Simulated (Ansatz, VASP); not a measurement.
Mo: VASP beside Ansatz

```
CELL_PARAMETERS angstrom
-1.55136 1.57100 1.55136
1.59064 -1.57100 1.59064
1.55136 1.57100 -1.55136
ATOMIC_POSITIONS crystal
Mo 0.00000 0.00000 0.00000
```

Change from the starting cell: strain +0.0250 x Voigt [0, 0, 0, 0, 1, 0], atoms carried along.

Alike in both runs: task single point; functional PBEsol; k mesh 22 × 22 × 22; occupations gaussian, width 0.15 eV; no spin polarisation.

|  | VASP | Ansatz |
| --- | --- | --- |
| version | VASP 6.6.1 | Ansatz 0.2.0 |
| potentials or method | VASP PAW PBE potentials, release 64 (Mo_sv), cutoff 520 eV | scalar-relativistic, plane waves, PAW |
| valence electrons in the cell | 14 | 14 |

VASP gave:

| Quantity | Value |
| --- | --- |
| gap on the k mesh at the Fermi level (eV) | none |
| pressure (GPa) | -2.6 |
| traceless stress, the component that is largest in VASP (GPa) | -2.53 |

Problem. What did Ansatz give for the same quantities?

Solution. gap on the k mesh at the Fermi level (eV): none; pressure (GPa): -3.1; traceless stress, the component that is largest in VASP (GPa): -2.51.

VASP's potentials were made for PBE, not for PBEsol. A gap of «none» marks a metal or a gap that the smearing closes. The functional is the same, so the differences come from potentials, cutoffs and numerics.
